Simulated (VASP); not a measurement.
# BaTiO3 (R3m) in VASP: single point with PBE+U

Aim: the single point of BaTiO3 with PBE+U.

All numbers are computed with VASP 6.6.1; they aren't measurements. Logs are shortened: lines on timing, memory, paths and dates and some standing lists are left out, and cuts for length are marked.

## Step 1: The cell of the first run

It takes space group R3m (No. 160, trigonal). Conventional cell: a = 5.655 Å, b = 5.655 Å, c = 6.955 Å, α = 90.00°, β = 90.00°, γ = 120.00°. Within 3.7 Å of Ba (site symmetry 3m) lie 12 O at 2.79 to 2.89 Å and 8 Ti at 3.37 to 3.59 Å. Ti (site symmetry 3m) has 6 O at 1.87 to 2.14 Å within 2.5 Å. Within 2.5 Å of O (site symmetry m) lie 2 Ti at 1.87 to 2.14 Å.

## Step 2: Single point, PBE+U, collinear spin

The input, INCAR:

```
PREC = Accurate
ENCUT = 910
EDIFF = 1E-6
ISMEAR = -1
SIGMA = 0.03
LREAL = False
LASPH = True
NELM = 200
ALGO = Normal
ISIF = 2
LWAVE = False
LCHARG = False
ISPIN = 2
MAGMOM = 0 2 0 0 0
LORBIT = 11
NUPDOWN = 2.0
LMAXMIX = 4
LDAU = True
LDAUTYPE = 2
LDAUL = -1 2 -1
LDAUU = 0 6.6 0
LDAUJ = 0 0 0
LDAUPRINT = 1
GGA = PE
NBANDS = 32
GGA_COMPAT = False
```

The input, KPOINTS:

```
regular mesh
0
Gamma
  5 5 5
```

The input, POSCAR:

```
BaTiO3
1.0
    2.8273657800      1.6323804000      2.3183928100
   -2.8273657800      1.6323804000      2.3183928100
    0.0000000000     -3.2647607900      2.3183928100
Ba Ti O
1 1 3
Direct
    0.0000000000      0.0000000000      0.0000000000
    0.4845000000      0.4845000000      0.4845000000
    0.5086000000      0.5086000000      0.0175000000
    0.0175000000      0.5086000000      0.5086000000
    0.5086000000      0.0175000000      0.5086000000
```

Potentials or basis: VASP PAW PBE potentials, release 64 (Ba_sv, Ti_sv, O_h).

Run with:

```console
$ cat potpaw_PBE.64/Ba_sv/POTCAR potpaw_PBE.64/Ti_sv/POTCAR potpaw_PBE.64/O_h/POTCAR > POTCAR
$ mpirun -np 1 vasp_std > vasp.out
```

OUTCAR:

```text
PREC = Accurate
   ENCUT = 910
   EDIFF = 1E-6
   ISMEAR = -1
   LREAL = False
   LASPH = True
   NELM = 200
   ISIF = 2
   ISPIN = 2
   LORBIT = 11
   NUPDOWN = 2.0
   GGA = PE

 ion  position               nearest neighbor table
   1  0.000  0.000  0.000-   4 2.79   5 2.79   3 2.79   3 2.83   3 2.83   5 2.83   4 2.83   4 2.83
                             5 2.83   4 2.89   5 2.89   3 2.89   2 3.37   2 3.43   2 3.43   2 3.43
   2  0.484  0.484  0.484-   3 1.87   4 1.87   5 1.87   3 2.14   4 2.14   5 2.14   1 3.37   1 3.43
                             1 3.43   1 3.43   1 3.50   1 3.50   1 3.50   1 3.59
   3  0.509  0.509  0.017-   2 1.87   2 2.14   1 2.79   1 2.83   1 2.83   1 2.89
   4  0.017  0.509  0.509-   2 1.87   2 2.14   1 2.79   1 2.83   1 2.83   1 2.89
   5  0.509  0.017  0.509-   2 1.87   2 2.14   1 2.79   1 2.83   1 2.83   1 2.89

  LATTYP: Found a trigonal (rhomboedric) cell.
 ALAT       =     4.0041988259
 COS(alpha) =     0.0028448804

  Lattice vectors:

 A1 = (   2.8273657800,   1.6323804000,   2.3183928100)
 A2 = (  -2.8273657800,   1.6323804000,   2.3183928100)
 A3 = (   0.0000000000,  -3.2647607900,   2.3183928100)

Analysis of symmetry for initial positions (statically):
=====================================================================
 Subroutine PRICEL returns:
 Original cell was already a primitive cell.

 Routine SETGRP: Setting up the symmetry group for a
 trigonal (rhombohedral) supercell.

 Subroutine GETGRP returns: Found  6 space group operations
 (whereof  6 operations were pure point group operations)
 out of a pool of 12 trial point group operations.

The static configuration has the point symmetry C_3v.

Analysis of symmetry for dynamics (positions and initial velocities):
=====================================================================
 Subroutine PRICEL returns:
 Original cell was already a primitive cell.

 Routine SETGRP: Setting up the symmetry group for a
 trigonal (rhombohedral) supercell.

 Subroutine GETGRP returns: Found  6 space group operations
 (whereof  6 operations were pure point group operations)
 out of a pool of 12 trial point group operations.

The dynamic configuration has the point symmetry C_3v.

[... 182 lines left out ...]
  o =  0.3293  v = -0.8116  0.0000  0.0000  0.5842  0.0000  0.0000  0.0000  0.0000  0.0000  0.0000      0.0000  0.0000  0.0000  0.0000  0.0000  0.0000  0.0000  0.0000  0.0000  0.0000
  o =  0.3293  v =  0.0000  0.5842  0.0000  0.0000 -0.8116  0.0000  0.0000  0.0000  0.0000  0.0000      0.0000  0.0000  0.0000  0.0000  0.0000  0.0000  0.0000  0.0000  0.0000  0.0000
  o =  0.3300  v =  0.0000  0.0000 -1.0000  0.0000 -0.0000  0.0000  0.0000  0.0000  0.0000  0.0000      0.0000  0.0000  0.0000  0.0000  0.0000  0.0000  0.0000  0.0000  0.0000  0.0000

 number of electron      39.9999994 magnetization       1.9999999

 Free energy of the ion-electron system (eV)
  ---------------------------------------------------
  ext. energy  EPLUGINS =         0.00000000
  ---------------------------------------------------
  free energy    TOTEN  =       -31.39878902 eV

  energy without entropy =      -31.38143158  energy(sigma->0) =      -31.39011030

 E-fermi :   3.6295     XC(G=0): -11.2505

 val. band max:        8.4291500784   @ k =  -0.4000   0.2000   0.2000
 cond. band min:       3.6465931463   @ k =  -0.4000   0.2000   0.0000
 fundamental gap:     -4.7825569321
 Fermi energy:         8.4314005856

 spin component 1

 k-point     1 :       0.0000    0.0000    0.0000
  band No.  band energies     occupation
      1     -51.5266      1.00000
      2     -27.8636      1.00000
      3     -27.8636      1.00000
      4     -27.8357      1.00000
      5     -20.7545      1.00000
      6     -13.0659      1.00000
[... 654 lines left out ...]
     31      16.6000      0.00000
     32      18.9845      0.00000
 Fermi energy:         3.6294888954

 spin component 2

 k-point     1 :       0.0000    0.0000    0.0000
  band No.  band energies     occupation
      1     -50.6623      1.00000
      2     -27.0103      1.00000
      3     -27.0103      1.00000
      4     -26.9564      1.00000
      5     -20.7307      1.00000
      6     -12.5918      1.00000
[... 654 lines left out ...]
     31      16.8285      0.00000
     32      19.3072      0.00000

------------------------ aborting loop because EDIFF is reached ----------------------------------------

  FORCE on cell =-STRESS in cart. coord.  units (eV):
  Direction    XX          YY          ZZ          XY          YZ          ZX
  --------------------------------------------------------------------------------------
  -------------------------------------------------------------------------------------
  Total        9.8603678      9.8603679      8.0902523      0.0000000      0.0000000      0.0000000
  in kB      246.0719205    246.0719213    201.8975314      0.0000000      0.0000003      0.0000000
  external PRESSURE =     231.3471244 kB  Pullay stress =       0.0000000 kB

 VOLUME and BASIS-vectors are now :
 -----------------------------------------------------------------------------
  energy-cutoff  :      910.00
  volume of cell :       64.20
      direct lattice vectors                 reciprocal lattice vectors
     2.827365780  1.632380400  2.318392810     0.176843054  0.102100385  0.143777763
    -2.827365780  1.632380400  2.318392810    -0.176843054  0.102100385  0.143777763
     0.000000000 -3.264760790  2.318392810     0.000000000 -0.204200770  0.143777764

 POSITION                                       TOTAL-FORCE (eV/Angst)
 -----------------------------------------------------------------------------------
      0.00000      0.00000      0.00000         0.000000     -0.000000     -0.113597
      0.00000      0.00000      3.36978         0.000000      0.000000      5.473816
      0.00000      1.60332      2.39884         0.000000      2.238554     -1.786740
     -1.38852     -0.80166      2.39884        -1.938644     -1.119277     -1.786740
      1.38852     -0.80166      2.39884         1.938644     -1.119277     -1.786740
 -----------------------------------------------------------------------------------
    total drift:                                0.000000      0.000002      0.001012

  FREE ENERGIE OF THE ION-ELECTRON SYSTEM (eV)
  ---------------------------------------------------
  free  energy   TOTEN  =       -31.3987890203 eV

  energy  without entropy=      -31.3814315751  energy(sigma->0) =      -31.39011030

 total charge

# of ion       s       p       d       tot
------------------------------------------
    1        2.009   5.639   0.351   7.999
    2        2.220   6.278   1.840  10.338
    3        1.051   2.321   0.000   3.372
    4        1.051   2.321   0.000   3.372
    5        1.051   2.321   0.000   3.372
--------------------------------------------------
tot          7.381  18.879   2.192  28.452

 magnetization (x)

# of ion       s       p       d       tot
------------------------------------------
    1       -0.002   0.013   0.016   0.027
    2        0.004   0.008   0.842   0.855
    3        0.004   0.182   0.000   0.185
    4        0.004   0.182   0.000   0.185
    5        0.004   0.182   0.000   0.185
--------------------------------------------------
tot          0.014   0.565   0.858   1.437
```

OSZICAR:

```text
N       E                     dE             d eps       ncg     rms          rms(c)
DAV:   1     0.590033896679E+03    0.59003E+03   -0.27738E+04  2432   0.204E+03
DAV:   2     0.530339434336E+02   -0.53700E+03   -0.50157E+03  2576   0.503E+02
DAV:   3    -0.332181623441E+02   -0.86252E+02   -0.83377E+02  3584   0.173E+02
DAV:   4    -0.377698258393E+02   -0.45517E+01   -0.45003E+01  3336   0.379E+01
DAV:   5    -0.379391493562E+02   -0.16932E+00   -0.16923E+00  3536   0.640E+00    0.243E+01
DAV:   6    -0.309432228034E+02    0.69959E+01   -0.26433E+01  3464   0.525E+01    0.103E+01
DAV:   7    -0.313726510411E+02   -0.42943E+00   -0.38374E+00  3136   0.141E+01    0.653E+00
DAV:   8    -0.313846189676E+02   -0.11968E-01   -0.27822E-01  3064   0.386E+00    0.339E+00
DAV:   9    -0.313954831027E+02   -0.10864E-01   -0.82813E-02  3128   0.221E+00    0.853E-01
DAV:  10    -0.313987448304E+02   -0.32617E-02   -0.15069E-02  3240   0.672E-01    0.264E-01
DAV:  11    -0.314021449692E+02   -0.34001E-02   -0.18255E-02  3408   0.335E-01    0.278E-01
DAV:  12    -0.314055260694E+02   -0.33811E-02   -0.69702E-03  3144   0.167E-01    0.339E-01
DAV:  13    -0.313988969920E+02    0.66291E-02   -0.74362E-02  3288   0.413E-01    0.113E-01
DAV:  14    -0.313987848886E+02    0.11210E-03   -0.57531E-03  3056   0.182E-01    0.643E-02
DAV:  15    -0.313987876562E+02   -0.27676E-05   -0.58887E-05  3216   0.442E-02    0.405E-02
DAV:  16    -0.313987862138E+02    0.14425E-05   -0.37358E-05  3208   0.444E-02    0.119E-02
DAV:  17    -0.313987887399E+02   -0.25262E-05   -0.13464E-05  2984   0.183E-02    0.662E-03
DAV:  18    -0.313987890203E+02   -0.28034E-06   -0.59811E-06  2616   0.103E-02
   1 F= -.31398789E+02 E0= -.31390110E+02  d E =-.173574E-01  mag=     2.0000
```

Run time: 3 min. Hardware: 1 thread of Intel Xeon Platinum 8259CL at 2.50GHz (Skylake/Cascade Lake), shared host; peak memory 0.38 GiB.

Results:

| Item | Value |
| --- | --- |
| Free energy | -31.3988 eV |
| Pressure | 23.1 GPa |
| Largest force | 5.474 eV/Å |
| Net moment | 2.00 μB per cell |
| Site moments | Ba +0.03; Ti +0.85; O +0.18 μB |
| Valence electrons inside the program's atomic spheres | Ba 8.00; Ti 10.34; O 3.37 |

Forces in eV/Å, atoms in the order of the input:
```
Ba   0.000  0.000 -0.114
Ti   0.000  0.000  5.474
O    0.000  2.239 -1.787
O   -1.939 -1.119 -1.787
O    1.939 -1.119 -1.787
```

Eigenvalues of the final occupation matrices:
```
    site  spin  trace               eigenvalues
site 2 d     1   1.36  0.18 0.18 0.33 0.33 0.33
site 2 d     2   0.51  0.05 0.06 0.06 0.17 0.17
```

Caveat: the cutoff is under 1.25 times the usual one of these potentials, so pressure, stress and relaxed cells hold a basis-set (Pulay) error; the cell stands under pressure; spin-orbit coupling is left out, which moves the levels of the heavy elements; the total moment is fixed, so each spin has its own Fermi level; forces of over 1 eV/Å act on the atoms, so gaps and moduli don't describe the material at rest.
